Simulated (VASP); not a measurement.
# BeRe2O3 (P6/mmm) in VASP: a series of runs, part 3 of 3

VASP 6.6.1. The steps go on from the part before.

**6. Relaxation of cell and atoms, PBE**

The input, INCAR:

```
SYSTEM = BeRe2O3
  PREC = Accurate
  ENCUT = 600
  EDIFF = 1E-6
  ISMEAR = 0
  SIGMA = 0.1
  LREAL = .False.
  LASPH = .True.
  NELM = 60
  ALGO = Normal
  ISIF = 3
  LWAVE = .False.
  LCHARG = .False.
  GGA = PE
  IBRION = 2
  NSW = 100
  EDIFFG = -0.01
```

The input, KPOINTS:

```
regular mesh
0
Gamma
  12 12 12
  0 0 0
```

The input, POSCAR:

```
BeRe2O3
1.0
    4.7189472919      0.0000000000      0.0000000000
   -2.3594736459      4.0867282339      0.0000000000
    0.0000000000      0.0000000000      3.3220872464
Be Re O
1 2 3
Direct
    0.0000000000      0.0000000000      0.0000000000
    0.3333333333      0.6666666667      0.0000000000
    0.6666666667      0.3333333333      0.0000000000
    0.5000000000      0.0000000000      0.5000000000
    0.5000000000      0.5000000000      0.5000000000
    0.0000000000      0.5000000000      0.5000000000
```

Potentials or basis: VASP PAW PBE potentials, release 64 (Be, Re, O).

Launch:

```
> cat potpaw_PBE.64/Be/POTCAR potpaw_PBE.64/Re/POTCAR potpaw_PBE.64/O/POTCAR > POTCAR
> mpirun -np 1 vasp_std > vasp.out
```

OUTCAR:

```text
SYSTEM = BeRe2O3
   PREC = Accurate
   ENCUT = 600
   EDIFF = 1E-6
   ISMEAR = 0
   LREAL = .False.
   LASPH = .True.
   NELM = 60
   ISIF = 3
   GGA = PE
   IBRION = 2
   NSW = 100
   EDIFFG = -0.01

 ion  position               nearest neighbor table
   1  0.000  0.000  0.000-   2 2.72   3 2.72   2 2.72   3 2.72   3 2.72   2 2.72
   2  0.333  0.667  0.000-   4 2.15   4 2.15   6 2.15   6 2.15   5 2.15   5 2.15   1 2.72   3 2.72
                             3 2.72   1 2.72   1 2.72   3 2.72
   3  0.667  0.333  0.000-   4 2.15   4 2.15   6 2.15   6 2.15   5 2.15   5 2.15   1 2.72   2 2.72
                             2 2.72   1 2.72   1 2.72   2 2.72
   4  0.500  0.000  0.500-   2 2.15   3 2.15   2 2.15   3 2.15
   5  0.500  0.500  0.500-   2 2.15   3 2.15   2 2.15   3 2.15
   6  0.000  0.500  0.500-   2 2.15   3 2.15   2 2.15   3 2.15

  LATTYP: Found a hexagonal cell.
 ALAT       =     4.7189472919
[... 275 lines left out ...]
  ---------------------------------------------------
  ext. energy  EPLUGINS =         0.00000000
  ---------------------------------------------------
  free energy    TOTEN  =       -43.35434923 eV

  energy without entropy =      -43.34077072  energy(sigma->0) =      -43.34755997

 E-fermi :   6.8571     XC(G=0): -12.0708

 val. band max:        6.8447035221   @ k =   0.2500   0.1667   0.0000
 cond. band min:       6.8704656328   @ k =   0.4167   0.0000   0.5000
 fundamental gap:      0.0257621107
 Fermi energy:         6.8570761356

 k-point     1 :       0.0000    0.0000    0.0000
  band No.  band energies     occupation
      1     -14.8783      2.00000
      2     -12.2178      2.00000
      3     -12.2178      2.00000
      4      -3.7617      2.00000
      5      -1.2181      2.00000
      6      -1.2181      2.00000
[... 565 lines left out ...]
     20       7.8992      0.00000
     21       9.0472      0.00000

 [... further k-points ...]
[... 5 lines left out ...]
  --------------------------------------------------------------------------------------
  -------------------------------------------------------------------------------------
  Total       -0.0268827     -0.0268827      0.0141732     -0.0000000      0.0000000      0.0000000
  in kB       -0.6682397     -0.6682397      0.3523122     -0.0000000      0.0000000      0.0000000
  external PRESSURE =      -0.3280557 kB  Pullay stress =       0.0000000 kB
[... 21 lines left out ...]
  FREE ENERGIE OF THE ION-ELECTRON SYSTEM (eV)
  ---------------------------------------------------
  free  energy   TOTEN  =       -43.3543492257 eV

  energy  without entropy=      -43.3407707173  energy(sigma->0) =      -43.34755997

 reached required accuracy - stopping structural energy minimisation
```

OSZICAR:

```text
N       E                     dE             d eps       ncg     rms          rms(c)
DAV:   1     0.216245917741E+03    0.21625E+03   -0.19345E+04 10938   0.203E+03
[... 30 lines left out ...]
DAV:   1    -0.433658745382E+02   -0.20608E-01   -0.83361E-01  7991   0.339E+01    0.204E+00
DAV:   2    -0.433564012361E+02    0.94733E-02   -0.34795E-02  9883   0.199E+00    0.107E+00
DAV:   3    -0.433549433909E+02    0.14578E-02   -0.11386E-02 11056   0.285E+00    0.184E-01
DAV:   4    -0.433543766017E+02    0.56679E-03   -0.22731E-03 11088   0.806E-01    0.529E-02
DAV:   5    -0.433543500971E+02    0.26505E-04   -0.34210E-04 10297   0.157E-01    0.223E-02
DAV:   6    -0.433543491768E+02    0.92027E-06   -0.65091E-05 10639   0.896E-02    0.256E-02
DAV:   7    -0.433543493265E+02   -0.14968E-06   -0.10250E-05  9040   0.253E-02    0.221E-03
DAV:   8    -0.433543492257E+02    0.10079E-06   -0.82491E-07  4733   0.155E-02
   3 F= -.43354349E+02 E0= -.43347560E+02  d E =-.306224E-02
```

CONTCAR:

```text
BeRe2O3
   1.00000000000000
     4.7236599065315765    0.0000000000000577    0.0000000000000000
    -2.3618299532156888    4.0908094778891471   -0.0000000000000000
    -0.0000000000000000    0.0000000000000000    3.3355183301062725
  Be              Re              O
     1     2     3
Direct
     0.0000000000000000    0.0000000000000000    0.0000000000000000
     0.3333333332999970    0.6666666667000030    0.0000000000000000
     0.6666666667000030    0.3333333332999970    0.0000000000000000
     0.5000000000000000    0.0000000000000000    0.5000000000000000
     0.5000000000000000    0.5000000000000000    0.5000000000000000
     0.0000000000000000    0.5000000000000000    0.5000000000000000

  0.00000000E+00  0.00000000E+00  0.00000000E+00
  0.00000000E+00  0.00000000E+00  0.00000000E+00
  0.00000000E+00  0.00000000E+00  0.00000000E+00
  0.00000000E+00  0.00000000E+00  0.00000000E+00
  0.00000000E+00  0.00000000E+00  0.00000000E+00
  0.00000000E+00  0.00000000E+00  0.00000000E+00
```

Run time: 5.4 min. Hardware: 1 thread of Intel Xeon 6975P-C (Granite Rapids), shared host; peak memory 0.37 GiB.

What came out:

```
Free energy                           : -43.3543 eV
Relaxed volume                        : 10.74 Å³/atom
Relaxed cell                          : a = 4.724 Å, b = 4.724 Å, c = 3.336 Å, α = 90.00°, β = 90.00°, γ = 120.00°
Space group after relaxing (to 0.1 Å) : P6/mmm (No. 191)
Energy gained by relaxing             : 0.5 meV/atom
Ionic steps                           : 3
Pressure after relaxing               : 0.0 GPa
Band gap on the k mesh                : zero (bands 17 and 18 overlap by 0.97 eV)
```

Stress tensor (GPa, compression positive):
```
-0.07  0.00  0.00
 0.00 -0.07  0.00
 0.00  0.00  0.04
```

The path:
| step | energy change (eV) | largest force (eV/Å) | pressure (GPa) | volume (Å³) |
| --- | --- | --- | --- | --- |
| 1 | 0.0000 | 0.0000 | 1.71 | 64.07 |
| 2 | 0.0060 | 0.0000 | -2.90 | 65.13 |
| 3 | -0.0031 | 0.0000 | -0.03 | 64.45 |

Final structure:
```xyz
6
Lattice="4.7237 0.0000 0.0000 -2.3618 4.0908 0.0000 0.0000 0.0000 3.3355" Properties=species:S:1:pos:R:3 pbc="T T T"
Be    0.0000    0.0000    0.0000
Re    0.0000    2.7272    0.0000
Re    2.3618    1.3636    0.0000
O     2.3618    0.0000    1.6678
O     1.1809    2.0454    1.6678
O    -1.1809    2.0454    1.6678
```

Levels at points of the mesh, in eV from the Fermi level:
```tsv
k point	band 13	band 14	band 15	band 16	band 17	band 18	band 19	band 20	band 21
(0.00, 0.00, 0.00)	-2.12	-1.79	-1.79	-0.89	-0.89	-0.17	-0.17	-0.09	2.91
(0.50, 0.00, 0.00)	-2.75	-2.62	-1.46	-1.33	-0.47	0.55	1.14	1.19	1.85
(0.00, 0.00, 0.50)	-2.90	-2.90	-1.99	0.02	0.02	0.08	0.51	0.51	0.75
(0.50, 0.00, 0.50)	-2.69	-2.63	-2.40	-1.49	-0.05	0.73	0.83	1.47	1.93
```

Caveat: spin-orbit coupling is left out, which moves the levels of the heavy elements.

**7. The runs side by side**

```tsv
task	spin	cell	k mesh	cutoff (eV)	gap on the mesh (eV)	pressure (GPa)	relaxed volume (Å³/atom)
single point	off	a = 4.719, b = 4.719, c = 3.322 Å, angles 90.0, 90.0, 120.0°, 6 atoms	6 × 6 × 6	520	none	1.6	-
relaxation of cell and atoms	off	relaxed from a = 4.788, b = 4.788, c = 2.916 Å, angles 90.0, 90.0, 120.0°, 6 atoms	6 × 6 × 6	600	none	0.0	10.73
single point	off	a = 4.718, b = 4.718, c = 3.326 Å, angles 90.0, 90.0, 120.0°, 6 atoms	12 × 12 × 12	520	none	1.4	-
single point	collinear	a = 4.788, b = 4.788, c = 2.916 Å, angles 90.0, 90.0, 120.0°, 6 atoms	6 × 6 × 6	520	none	54.5	-
relaxation of cell and atoms	off	relaxed from a = 4.719, b = 4.719, c = 3.322 Å, angles 90.0, 90.0, 120.0°, 6 atoms	12 × 12 × 12	600	none	0.0	10.74
```

Alike in all rows: level PBE; potentials or basis VASP PAW PBE potentials, release 64 (Be, Re, O); smearing gaussian 0.1 eV.

Caveats: spin-orbit coupling is left out, which moves the levels of the heavy elements; the stress differs along the axes, from 24 to 116 GPa (at least some runs).

Total energies depend on the potentials used, so only differences within one code and one set of settings carry meaning.

The gap in the log of VASP goes by the Fermi energy; the results here count the filled bands.